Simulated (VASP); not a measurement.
Runs of VASP 6.6.1 on TiAl. The structure is that of space group P4/mmm (No. 123), or close to it. The cells are those of the table. 

```tsv
cell	further INCAR settings	gap on the mesh (eV)	pressure (GPa)
a = 2.958, b = 2.958, c = 3.695 Å, 2 atoms	ALGO = Fast; EDIFF = 1e-06; NBANDS = 14	none	-6.4
a = 2.849, b = 2.849, c = 4.206 Å, 2 atoms	ALGO = Fast; EDIFF = 1e-06; NBANDS = 14	none	(b)
a = 3.013, b = 3.013, c = 3.560 Å, 2 atoms	ALGO = Fast; EDIFF = 1e-07; NBANDS = 14	none	(a)
a = 3.368, b = 3.368, c = 2.850 Å, 2 atoms	ALGO = Fast; EDIFF = 1e-06; NBANDS = 14	none	-5.5
a = 3.069, b = 3.069, c = 3.626 Å, 2 atoms	ALGO = Fast; EDIFF = 1e-07; NBANDS = 14	none	-11.2
```

Alike in all rows: task single point; level LDA; potentials or basis VASP PAW LDA potentials, release 64 (Ti_sv, Al); no spin polarisation; k mesh 16 × 16 × 16; cutoff (eV) 520; smearing gaussian 0.15 eV.

Q: Estimate the missing entries.

A: (a) -6.2; (b) -11.1.

Caveats: the cell stands under tension (at least some runs); the stress differs along the axes, from -9 to -1 GPa (at least some runs); the stress differs along the axes, from -9 to -0 GPa (at least some runs); the stress differs along the axes, from -14 to -5 GPa (at least some runs).

A gap of «none» marks levels without a gap at the run's occupations.
